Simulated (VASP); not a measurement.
# CaB2 in VASP: single point with PBE

Aim: the single point of CaB2 with PBE.

Program: VASP 6.6.1. These are calculated values, not measurements. Logs are shortened: lines on timing, memory, paths and dates and some standing lists are left out, and cuts for length are marked.

## Step 1: The cell of the first run

The typed cell holds 3 atoms: a = 3.443 Å, b = 3.443 Å, c = 3.809 Å, α = 90.00°, β = 90.00°, γ = 60.00°.

## Step 2: Single point, PBE

Input file INCAR:

```
PREC = Accurate ; ENCUT = 520
EDIFF = 1E-6 ; ISMEAR = 0
SIGMA = 0.055 ; LREAL = F
LASPH = T ; NELM = 80
ALGO = Normal ; ISIF = 2
LWAVE = F ; LCHARG = F
GGA = PE ; NBANDS = 15
```

Input file KPOINTS:

```
Automatic mesh
0
Gamma
  11 11 9
```

Input file POSCAR:

```
CaB2
1.0
    1.7216260000      2.9819390000      0.0000000000
   -1.7216260000      2.9819390000      0.0000000000
    0.0000000000      0.0000000000      3.8086510000
B Ca
2 1
Direct
    0.3333000000      0.3334000000      0.5000000000
    0.6666000000      0.6667000000      0.5000000000
    0.0000000000      0.0000000000      0.0000000000
```

Potentials or basis: VASP PAW PBE potentials, release 64 (B, Ca_sv).

Command:

```console
> cat potpaw_PBE.64/B/POTCAR potpaw_PBE.64/Ca_sv/POTCAR > POTCAR
> mpirun -np 1 vasp_std > vasp.out
```

OUTCAR:

```text
PREC = Accurate
   ENCUT = 520
   EDIFF = 1E-6
   ISMEAR = 0
   LREAL = F
   LASPH = T
   NELM = 80
   ISIF = 2
   GGA = PE

 ion  position               nearest neighbor table
   1  0.333  0.333  0.500-   2 1.99   2 1.99   2 1.99
   2  0.667  0.667  0.500-   1 1.99   1 1.99   1 1.99
   3  0.000  0.000  0.000-

  LATTYP: Found a hexagonal cell.
 ALAT       =     3.4432479265
 C/A-ratio  =     1.1061216274

  Lattice vectors:

 A1 = (   1.7216260000,  -2.9819390000,   0.0000000000)
 A2 = (   1.7216260000,   2.9819390000,   0.0000000000)
 A3 = (   0.0000000000,   0.0000000000,   3.8086510000)

Analysis of symmetry for initial positions (statically):
=====================================================================
 Subroutine PRICEL returns:
 Original cell was already a primitive cell.

 Routine SETGRP: Setting up the symmetry group for a
 hexagonal supercell.

 Subroutine GETGRP returns: Found  4 space group operations
 (whereof  4 operations were pure point group operations)
 out of a pool of 24 trial point group operations.

The static configuration has the point symmetry C_2v.

Analysis of symmetry for dynamics (positions and initial velocities):
=====================================================================
 Subroutine PRICEL returns:
 Original cell was already a primitive cell.

 Routine SETGRP: Setting up the symmetry group for a
 hexagonal supercell.

 Subroutine GETGRP returns: Found  4 space group operations
 (whereof  4 operations were pure point group operations)
 out of a pool of 24 trial point group operations.

The dynamic configuration has the point symmetry C_2v.

 Subroutine INISYM returns: Found  4 space group operations
 (whereof  4 operations are pure point group operations),
 and found     1 'primitive' translations

----------------------------------------------------------------------------------------

                                     Primitive cell

  volume of cell :      39.1056

  direct lattice vectors                    reciprocal lattice vectors
     1.721626000  2.981939000  0.000000000     0.290423123  0.167676133  0.000000000
    -1.721626000  2.981939000  0.000000000    -0.290423123  0.167676133  0.000000000
     0.000000000  0.000000000  3.808651000     0.000000000  0.000000000  0.262560156

  length of vectors
     3.443247927  3.443247927  3.808651000     0.335351869  0.335351869  0.262560156

  position of ions in fractional coordinates (direct lattice)
     0.333300000  0.333400000  0.500000000
     0.666600000  0.666700000  0.500000000
     0.000000000  0.000000000  0.000000000

  ion indices of the primitive-cell ions
   primitive index   ion index
                 1           1
                 2           2
                 3           3

----------------------------------------------------------------------------------------

 KPOINTS: Automatic mesh

Automatic generation of k-mesh.
 Grid dimensions read from file:
 generate k-points for:   11   11    9

 Generating k-lattice:

  Cartesian coordinates                     Fractional coordinates (reciprocal lattice)
     0.026402102  0.015243285  0.000000000     0.090909091  0.000000000  0.000000000
    -0.026402102  0.015243285  0.000000000     0.000000000  0.090909091  0.000000000
     0.000000000  0.000000000  0.029173351     0.000000000  0.000000000  0.111111111

  Length of vectors
     0.030486534  0.030486534  0.029173351

  Shift w.r.t. Gamma in fractional coordinates (k-lattice)
     0.000000000  0.000000000  0.000000000

 Subroutine IBZKPT returns following result:
 ===========================================

 Found    180 irreducible k-points:

 Following reciprocal coordinates:
            Coordinates               Weight
  0.000000  0.000000  0.000000      1.000000
  0.090909 -0.000000  0.000000      4.000000
  0.090909  0.090909  0.000000      2.000000
  0.181818 -0.000000  0.000000      4.000000
  0.181818  0.181818  0.000000      2.000000
  0.272727 -0.000000  0.000000      4.000000
[... 16 lines left out ...]
 -0.454545  0.090909  0.000000      4.000000
  0.454545 -0.454545  0.000000      2.000000
 [... further k-points ...]
   k-points           NKPTS =    180   k-points in BZ     NKDIM =    180   number of bands    NBANDS=     15
   number of dos      NEDOS =    301   number of ions     NIONS =      3
   total plane-waves  NPLWV =  21952
   dimension x,y,z NGX =    28 NGY =   28 NGZ =   28
   dimension x,y,z NGXF=    56 NGYF=   56 NGZF=   56
   ions per type =               2   1
   NGX,Y,Z   is equivalent  to a cutoff of  13.52, 13.52, 12.22 a.u.
   NGXF,Y,Z  is equivalent  to a cutoff of  27.04, 27.04, 24.44 a.u.
 SYSTEM =  unknown system
   PREC   = accura    normal or accurate (medium, high low for compatibility)
   ISTART =      0    job   : 0-new  1-cont  2-samecut
   ICHARG =      2    charge: 1-file 2-atom 10-const
   ISPIN  =      1    spin polarized calculation?
   LNONCOLLINEAR =      F non collinear calculations
   LSORBIT =      F    spin-orbit coupling
   LASPH  =      T    aspherical Exc in radial PAW
   ENCUT  =  520.0 eV  38.22 Ry    6.18 a.u.   6.40  6.40  7.08*2*pi/ulx,y,z
   NELM   =     80;   NELMIN=  2; NELMDL= -5     # of ELM steps
   EDIFF  = 0.1E-05   stopping-criterion for ELM
   LREAL  =      F    real-space projection
   EDIFFG = 0.1E-04   stopping-criterion for IOM
   NSW    =      0    number of steps for IOM
   IBRION =     -1    ionic relax: 0-MD 1-quasi-New 2-CG
   NFREE  =      0    steps in history (QN), initial steepest desc. (CG)
   ISIF   =      2    stress and relaxation
   ISYM   =      2    0-nonsym 1-usesym 2-fastsym
   POTIM  = 0.5000    time-step for ionic-motion
   TEBEG  =    0.0;   TEEND  =   0.0 temperature during run
   PSTRESS=    0.0 pullay stress
   NELECT =      16.0000    total number of electrons
   NUPDOWN=      -1.0000    fix difference up-down
   EMIN   =  10.00;   EMAX   =-10.00  energy-range for DOS
   EFERMI =   0.00;   METHOD = LEGACY
   ISMEAR =     0;   SIGMA  =   0.06  broadening in eV -4-tet -1-fermi 0-gaus
   EFERMI_NEDOS =   21; number of points for ismear=-14 and -15
   IALGO  =     38    algorithm
   IMIX   =      4    mixing-type and parameters
     AMIX     =   0.40;   BMIX     =  1.00
     AMIX_MAG =   1.60;   BMIX_MAG =  1.00
  volume/ion in A,a.u.               =      13.04        87.97
  Fermi-wavevector in a.u.,A,eV,Ry     =   1.215352  2.296681 20.096884  1.477079
  Thomas-Fermi vector in A             =   2.350741
   LORBIT       =      0    0 simple, 1 ext, 2 COOP (PROOUT), +10 PAW based schemes
   GGA     = PE    functional components
   LHFCALC =     F    Hartree Fock is set to
   AEXX    =    0.0000 exact exchange contribution
   IVDW    =     0    specifies the selected vdW correction
   LEPSILON=     F    determine dielectric tensor
   LRPA    =     F    only Hartree local field effects (RPA)
 non-spin polarized calculation
 Gauss-broadening in eV      SIGMA  =   0.06
  energy-cutoff  :      520.00
  volume of cell :       39.11
 maximum number of plane-waves:      1070
 NGX is ok and might be reduce to    28
   NGX = 13   NGY = 13   NGZ = 15

 number of electron      16.0000000 magnetization

 Free energy of the ion-electron system (eV)
  ---------------------------------------------------
  ext. energy  EPLUGINS =         0.00000000
  ---------------------------------------------------
  free energy    TOTEN  =       -15.37048784 eV

  energy without entropy =      -15.36897983  energy(sigma->0) =      -15.36973384

 E-fermi :   3.9110     XC(G=0): -10.5753

 val. band max:        3.9109263164   @ k =   0.3636  -0.3636   0.3333
 cond. band min:       3.9114423022   @ k =  -0.3636   0.2727   0.3333
 fundamental gap:      0.0005159858
 Fermi energy:         3.9110078585

 k-point     1 :       0.0000    0.0000    0.0000
  band No.  band energies     occupation
      1     -35.2817      2.00000
      2     -16.3063      2.00000
      3     -16.2023      2.00000
      4     -16.2023      2.00000
      5      -5.8218      2.00000
      6       3.2349      2.00000
      7       3.8720      1.68416
      8       3.8735      1.66496
      9       5.3870      0.00000
     10       8.6336      0.00000
     11       9.9968      0.00000
     12       9.9995      0.00000
     13      10.2287      0.00000
     14      10.2292      0.00000
     15      10.3066      0.00000

 k-point     2 :       0.0909   -0.0000    0.0000
  band No.  band energies     occupation
      1     -35.2774      2.00000
      2     -16.2993      2.00000
      3     -16.2420      2.00000
      4     -16.2107      2.00000
      5      -5.6919      2.00000
      6       3.2308      2.00000
      7       3.3130      2.00000
      8       3.7704      1.99970
      9       5.4949      0.00000
     10       8.8357      0.00000
     11       9.6886      0.00000
     12       9.7373      0.00000
     13      10.2366      0.00000
     14      10.3350      0.00000
     15      10.6545      0.00000

 k-point     3 :       0.0909    0.0909    0.0000
  band No.  band energies     occupation
      1     -35.2774      2.00000
      2     -16.2993      2.00000
      3     -16.2420      2.00000
      4     -16.2106      2.00000
      5      -5.6919      2.00000
      6       3.2308      2.00000
      7       3.3120      2.00000
      8       3.7714      1.99967
      9       5.4949      0.00000
     10       8.8354      0.00000
     11       9.6877      0.00000
     12       9.7385      0.00000
     13      10.2365      0.00000
     14      10.3348      0.00000
     15      10.6549      0.00000
[... 343 lines left out ...]
 k-point    23 :      -0.4545    0.0909    0.0000
  band No.  band energies     occupation
      1     -35.2255      2.00000
      2     -16.6628      2.00000
      3     -16.3308      2.00000
      4     -16.2149      2.00000
      5      -2.6284      2.00000
      6      -1.9969      2.00000
      7       2.2242      2.00000
      8       3.5321      2.00000
      9       5.7513      0.00000
     10       6.8507      0.00000
     11      10.1016      0.00000
     12      10.1492      0.00000
     13      10.6497      0.00000
     14      11.7871      0.00000
     15      12.1146      0.00000

 k-point    24 :       0.4545   -0.4545    0.0000
  band No.  band energies     occupation
      1     -35.2255      2.00000
      2     -16.6628      2.00000
      3     -16.3308      2.00000
      4     -16.2149      2.00000
      5      -2.6279      2.00000
      6      -1.9978      2.00000
      7       2.2247      2.00000
      8       3.5327      2.00000
      9       5.7515      0.00000
     10       6.8497      0.00000
     11      10.1017      0.00000
     12      10.1490      0.00000
     13      10.6496      0.00000
     14      11.7870      0.00000
     15      12.1147      0.00000

 [... further k-points ...]
[... 5 lines left out ...]
  --------------------------------------------------------------------------------------
  -------------------------------------------------------------------------------------
  Total       -3.9418020     -3.9452415      2.5553711      0.0000000      0.0000000      0.0000000
  in kB     -161.4978113   -161.6387295    104.6949703      0.0000000      0.0000000      0.0000000
  external PRESSURE =     -72.8138568 kB  Pullay stress =       0.0000000 kB

 VOLUME and BASIS-vectors are now :
 -----------------------------------------------------------------------------
  energy-cutoff  :      520.00
  volume of cell :       39.11
      direct lattice vectors                 reciprocal lattice vectors
     1.721626000  2.981939000  0.000000000     0.290423123  0.167676133  0.000000000
    -1.721626000  2.981939000  0.000000000    -0.290423123  0.167676133  0.000000000
     0.000000000  0.000000000  3.808651000     0.000000000  0.000000000  0.262560156

 POSITION                                       TOTAL-FORCE (eV/Angst)
 -----------------------------------------------------------------------------------
     -0.00017      1.98806      1.90433         0.000419      0.000339      0.000000
     -0.00017      3.97582      1.90433         0.000419     -0.000339      0.000000
      0.00000      0.00000      0.00000        -0.000839      0.000000      0.000000
 -----------------------------------------------------------------------------------
    total drift:                                0.000000      0.000000      0.000000

  FREE ENERGIE OF THE ION-ELECTRON SYSTEM (eV)
  ---------------------------------------------------
  free  energy   TOTEN  =       -15.3704878442 eV

  energy  without entropy=      -15.3689798347  energy(sigma->0) =      -15.36973384
```

Run time: 62 s. Hardware: 1 thread of AMD EPYC 9R45 (Zen 5), shared host; peak memory 0.21 GiB.

What came out:

```yaml
Free_energy: -15.3705 eV
Pressure: -7.3 GPa
Band_gap_on_the_k_mesh: zero (band 8 reaches 4.58 eV, above the bottom of band 9 at 3.44 eV)
```

Stress tensor (GPa, compression positive):
```
-16.15   0.00   0.00
  0.00 -16.16   0.00
  0.00   0.00  10.47
```

Levels at points of the mesh, in eV from the Fermi level:
```csv
k point,band 4,band 5,band 6,band 7,band 8,band 9,band 10,band 11,band 12,band 13
"(0.00, 0.00, 0.00)",-20.11,-9.73,-0.68,-0.04,-0.04,1.48,4.72,6.09,6.09,6.32
```
